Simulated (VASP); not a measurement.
Here is a VASP 6.6.1 calculation.

File INCAR:

```
PREC = Accurate
ENCUT = 520
EDIFF = 1E-6
ISMEAR = 0
SIGMA = 0.15
LREAL = False
LASPH = True
NELM = 60
ALGO = Normal
ISIF = 2
LWAVE = False
LCHARG = False
GGA = CA
NBANDS = 28
```

Contents of KPOINTS:

```
Automatic mesh
0
Gamma
  10 10 8
```

File POSCAR:

```
SnO
1.0
    3.8548000000      0.0000000000      0.0000000000
    0.0000000000      3.8548000000      0.0000000000
    0.0000000000      0.0000000000      4.0967000000
Sn O
2 2
Direct
    0.0000000000      0.5000000000      0.2457459271
    0.5000000000      0.0000000000      0.7542540729
    0.0000000000      0.0000000000      0.0000000000
    0.5000000000      0.5000000000      0.0000000000
```

Potentials or basis: VASP PAW LDA potentials, release 64 (Sn_d, O).

The run is started by

```console
$ cat potpaw_LDA.64/Sn_d/POTCAR potpaw_LDA.64/O/POTCAR > POTCAR
$ mpirun -np 1 vasp_std > vasp.out
```

Question: What does it give for the band gap on the k mesh?

Answer: 0.29 eV, indirect (least direct gap 1.34 eV).

Question: What does it give for the pressure?

Answer: 7.4 GPa.

Question: Estimate the largest force.

Answer: 1.472 eV/Å.

Stress tensor (GPa, compression positive):
```
 4.79  0.00  0.00
 0.00  4.79  0.00
 0.00  0.00 12.49
```

Caveat: spin-orbit coupling is left out, which moves the levels of the heavy elements; forces of over 1 eV/Å act on the atoms, so gaps and moduli don't describe the material at rest. A k mesh can miss the band edges.
